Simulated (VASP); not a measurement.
A run of VASP 6.6.1:

Contents of POSCAR:

```
Li
1.0
   -1.7309356050      1.7309356050      1.7309356050
    1.7309356050     -1.7309356050      1.7309356050
    1.7309356050      1.7309356050     -1.7309356050
Li
1
Direct
    0.0000000000      0.0000000000      0.0000000000
```

The input INCAR.step1:

```
PREC     = Accurate       # precision mode
ENCUT    = 650            # plane-wave cutoff, eV
EDIFF    = 1E-5           # SCF threshold, eV
ISMEAR   = -1             # smearing method
SIGMA    = 0.05           # smearing width, eV
LREAL    = False          # projectors in reciprocal space
LASPH    = True           # aspherical terms in the spheres
NELM     = 120            # most SCF steps
ALGO     = Normal         # electronic algorithm
ISIF     = 2              # what is computed and relaxed
LWAVE    = True           # write WAVECAR
NBANDS   = 8              # bands
GGA      = PE             # functional
GGA_COMPAT= False
```

INCAR.step2

```
PREC     = Accurate       # precision mode
ENCUT    = 650            # plane-wave cutoff, eV
EDIFF    = 1E-6           # SCF threshold, eV
ISMEAR   = -1             # smearing method
SIGMA    = 0.05           # smearing width, eV
LREAL    = False          # projectors in reciprocal space
LASPH    = True           # aspherical terms in the spheres
NELM     = 120            # most SCF steps
ALGO     = Normal         # electronic algorithm
ISIF     = 2              # what is computed and relaxed
LWAVE    = False          # write WAVECAR
LCHARG   = True           # write CHGCAR
GGA      = PE             # functional
LHFCALC  = True           # exact exchange
AEXX     = 0.25           # exact-exchange fraction
PRECFOCK = Normal       
IVDW     = 12             # dispersion correction
LELF     = True           # ELF
LVHAR    = True         
NBANDS   = 8              # bands
ISTART   = 1            
GGA_COMPAT= False
```

Contents of KPOINTS:

```
regular mesh
0
Gamma
  7 7 7
```

Potentials or basis: VASP PAW PBE potentials, release 64 (Li_sv).

Launch:

```sh
$ cat potpaw_PBE.64/Li_sv/POTCAR > POTCAR
$ cp INCAR.step1 INCAR
$ mpirun -np 1 vasp_std > vasp.out
$ cp INCAR.step2 INCAR
$ mpirun -np 1 vasp_std > vasp.out
```

Hardware: 1 thread of Intel(R) Xeon(R) Platinum 8488C (Sapphire Rapids), on a shared host.

Task: Estimate the wall time of this run.

Result: Wall time 2.6 min on 1 thread of Intel(R) Xeon(R) Platinum 8488C (Sapphire Rapids), on a shared host, peak memory 0.17 GiB. Counts: k points 20.
